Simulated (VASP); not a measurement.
Set up this calculation in VASP 6.6.1, as the native input.

```
Task                   : single point
Functional             : PBE
Potentials or basis    : VASP PAW PBE potentials, release 64 (Ba_sv)
Cutoff                 : 520 eV
k mesh                 : 9 × 9 × 9
Occupations            : gaussian, width 1 eV
Spin                   : no spin polarisation
Dipole correction      : no
Further INCAR settings : ALGO = Normal; EDIFF = 1e-07; NBANDS = 11
```

The structure of Ba lies in POSCAR:

```
Ba
1.0
   -2.5124914082      2.5124914082      2.5124914082
    2.5124914082     -2.5124914082      2.5124914082
    2.5124914082      2.5124914082     -2.5124914082
Ba
1
Direct
    0.0000000000      0.0000000000      0.0000000000
```

These files were run (other wordings do the same):

INCAR

```
  PREC = Accurate
  ENCUT = 520
  EDIFF = 1E-7
  ISMEAR = 0
  SIGMA = 1.0
  LREAL = False
  LASPH = True
  NELM = 100
  ALGO = Normal
  ISIF = 2
  LWAVE = False
  LCHARG = True
  GGA = PE
  LELF = True
  LVHAR = True
  NBANDS = 11
```

KPOINTS

```
regular mesh
0
Gamma
  9 9 9
```

Potentials or basis: VASP PAW PBE potentials, release 64 (Ba_sv).

Launch:

```console
$ cat potpaw_PBE.64/Ba_sv/POTCAR > POTCAR
$ mpirun -np 1 vasp_std > vasp.out
```

It gave:

The pressure is 0.5 GPa. The band gap on the k mesh is zero (bands 5 and 6 overlap by 0.90 eV).

Caveat: so wide a smearing shifts energies and pressures; spin-orbit coupling is left out, which moves the levels of the heavy elements.

It took 32 s on 1 thread of AMD EPYC 7R13, with other jobs on the host, peak memory 0.15 GiB.
